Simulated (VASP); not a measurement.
A run of VASP 6.6.1 is set up as follows.

The input INCAR:

```
  ALGO = Normal
  EDIFF = 1E-6
  ENCUT = 520
  GGA = PE
  ISIF = 2
  ISMEAR = -1
  LASPH = True
  LCHARG = False
  LREAL = Auto
  LWAVE = False
  NBANDS = 86
  NELM = 60
  PREC = Accurate
  SIGMA = 0.052
```

The input KPOINTS:

```
k-points
0
Gamma
  2 2 2
```

Contents of POSCAR:

```
CdSe
1.0
    7.1908060000      0.0000000000      0.0000000000
    0.0000000000      7.1908060000      0.0000000000
    0.0000000000      0.0000000000      7.1908060000
Cd Se
8 8
Direct
    0.0049086292      0.0103099708      0.0131217558
    0.0065354287      0.0016618443      0.5013065295
    0.0006219052      0.4987884529      0.0062553488
   -0.0010531504      0.5045623536      0.4806139951
    0.5129765704      0.0068098069     -0.0060777610
    0.4967408382     -0.0068447125      0.5066806141
    0.4986652400      0.5122218566      0.0039044302
    0.4996154812      0.5033687461      0.5137545082
    0.2499068950      0.2556828817      0.2435013544
    0.2403923844      0.2420023569      0.7295139098
    0.2524347062      0.7373861845      0.2400388774
    0.2323059473      0.7648034170      0.7546241687
    0.7516968195      0.2490738868      0.2685790717
    0.7519983156      0.2382417214      0.7329923794
    0.7587331657      0.7640671991      0.2478633132
    0.7375637724      0.7363394312      0.7586918629
```

Potentials or basis: VASP PAW PBE potentials, release 64 (Cd, Se).

Command:

```sh
$ cat potpaw_PBE.64/Cd/POTCAR potpaw_PBE.64/Se/POTCAR > POTCAR
$ mpirun -np 1 vasp_std > vasp.out
```

Task: Estimate the pressure.

Result: -1.0 GPa.

Task: What does it give for the band gap on the k mesh?

Result: 0.01 eV.

Task: Estimate the largest force.

Result: 0.936 eV/Å.

Stress tensor (GPa, compression positive):
```
-1.16 -0.05  0.05
-0.05 -0.47  0.07
 0.05  0.07 -1.28
```

Caveat: the k points lie up to 0.44 Å⁻¹ apart; the atoms stand as in a frame of molecular dynamics; the structure was generated, so it needn't be the stable form of CdSe; semilocal functionals underestimate gaps, and a narrow one can read as zero. A k mesh can miss the band edges.
